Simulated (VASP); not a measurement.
Sn, 2 atoms in the cell. Symmetry: P6_3/mmc, No. 194, hexagonal system. Conventional cell: a = 3.433 Å, b = 3.433 Å, c = 5.432 Å, α = 90.00°, β = 90.00°, γ = 120.00°. Within 4.4 Å of Sn (site symmetry -6m2) lie 12 Sn at 3.36 to 3.43 Å. This isn't the form of Sn at room conditions, which is tetragonal (white tin).

| Quantity | Value |
| --- | --- |
| Program | VASP 6.6.1 |
| Task | single point |
| Functional | PBE |
| Potentials or basis | VASP PAW PBE potentials, release 64 (Sn_d) |
| Cutoff | 520 eV |
| k mesh | 13 × 13 × 7 |
| Occupations | fermi-dirac, width 0.05 eV |
| Spin | no spin polarisation |
| Dipole correction | no |
| Further INCAR settings | ALGO = Normal; EDIFF = 1e-06; NBANDS = 21 |

Potentials or basis: VASP PAW PBE potentials, release 64 (Sn_d).

Launch:

```console
$ cat potpaw_PBE.64/Sn_d/POTCAR > POTCAR
$ mpirun -np 1 vasp_std > vasp.out
```

Hardware: 1 thread of Intel(R) Xeon(R) 6975P-C (Granite Rapids), with other jobs on the host.

**Question.** Estimate the wall time of this run.

**Answer.** It took 34 s on 1 thread of Intel(R) Xeon(R) 6975P-C (Granite Rapids), with other jobs on the host, peak memory 0.22 GiB. Counts: scf iterations 11, k points 84.
